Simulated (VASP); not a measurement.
Crystal: NiO.

```
Ni O
1.0
     0.00000    2.09131    2.09131
     2.09131    0.00000    2.09131
     2.09131    2.09131    0.00000
Ni O
1 1
Direct
  0.00000 0.00000 0.00000
  0.50000 0.50000 0.50000
```

Base run:

* Program: VASP 6.6.1
* Functional: PBE
* Dispersion: D4
* Potentials or basis: VASP PAW PBE potentials, release 64 (Ni, O)
* Cutoff: 600 eV
* k mesh: 10 × 10 × 10
* Occupations: gaussian, width 0.05 eV
* Spin: collinear spin, ferromagnetic start
* Starting moments: [1.89, 0.0] μB
* Hubbard terms: Ni d U = 6.2 eV

Its results: band gap on the k mesh 2.53 eV (least direct gap 3.17 eV); pressure -2.7 GPa; net moment 2.00 μB per cell; site moments Ni +1.82; O +0.17 μB.

The run is repeated on the same cell with these changes: functional from PBE to revPBE. What comes out?

Band gap on the k mesh 2.63 eV (least direct gap 3.26 eV); pressure -2.2 GPa; net moment 2.00 μB per cell; site moments Ni +1.83; O +0.17 μB.

revPBE binds less tightly than PBE, so the same cell stands under more pressure.

Caveats: a cell with one magnetic atom can't hold antiferromagnetic order, which such compounds often take; the PAW data sets were made with another functional, which shifts forces and pressure a little (at least some runs).

A k mesh can miss the band edges.
